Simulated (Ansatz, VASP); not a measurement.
**MgO in VASP and in Ansatz**

INCAR

```
SYSTEM = MgO
  PREC = Accurate
  ENCUT = 600
  EDIFF = 1E-6
  ISMEAR = 0
  SIGMA = 0.1
  LREAL = .False.
  LASPH = .True.
  NELM = 120
  ALGO = Normal
  ISIF = 2
  LWAVE = .False.
  LCHARG = .False.
  NBANDS = 11
  GGA_COMPAT = .False.
```

File KPOINTS:

```
Automatic mesh
0
Gamma
  8 8 8
  0 0 0
```

POSCAR

```
MgO
1.0
    0.0000000000      2.1085000000      2.1085000000
    2.1085000000      0.0000000000      2.1085000000
    2.1085000000      2.1085000000      0.0000000000
Mg O
1 1
Direct
    0.0000000000      0.0000000000      0.0000000000
    0.5000000000      0.5000000000      0.5000000000
```

Input for Ansatz:

```yaml
crystal:
  lattice:
    - [0.0, 2.1085, 2.1085]
    - [2.1085, 0.0, 2.1085]
    - [2.1085, 2.1085, 0.0]
  atoms:
    - { symbol: Mg, position: [0.0, 0.0, 0.0] }
    - { symbol: O, position: [0.5, 0.5, 0.5] }
basis:
  ecutwfc: 420
kpoints:
  mp_grid: { grid: [8, 8, 8] }
hamiltonian:
  xc: lda
  pseudopotentials: { kind: paw }
scf:
  occupations: { method: gaussian, width: 0.1 }
output:
  forces: true
  stress: true
  eigenvalues: true
```

Alike in both runs: task single point; functional LDA; k mesh 8 × 8 × 8; occupations gaussian, width 0.1 eV; no spin polarisation.

|  | VASP | Ansatz |
| --- | --- | --- |
| version | VASP 6.6.1 | Ansatz 0.2.0 |
| potentials or method | VASP PAW LDA potentials, release 64 (Mg, O), cutoff 600 eV | scalar-relativistic, plane waves, PAW |
| valence electrons in the cell | 8 | 16 |

Ansatz gave:

* gap on the k mesh at the Fermi level (eV): 4.62
* least direct gap on the mesh (eV): 4.62
* pressure (GPa): -6.6

**Question.** Estimate VASP's values.

**Answer.** gap on the k mesh at the Fermi level (eV): 4.62; least direct gap on the mesh (eV): 4.62; pressure (GPa): -8.5.

LDA's correlation is that of Perdew and Zunger in VASP and of Perdew and Wang (1992) in Ansatz. VASP's potentials hold 8 valence electrons a cell and Ansatz's 16, so a difference there can come from the potentials and not from the codes.
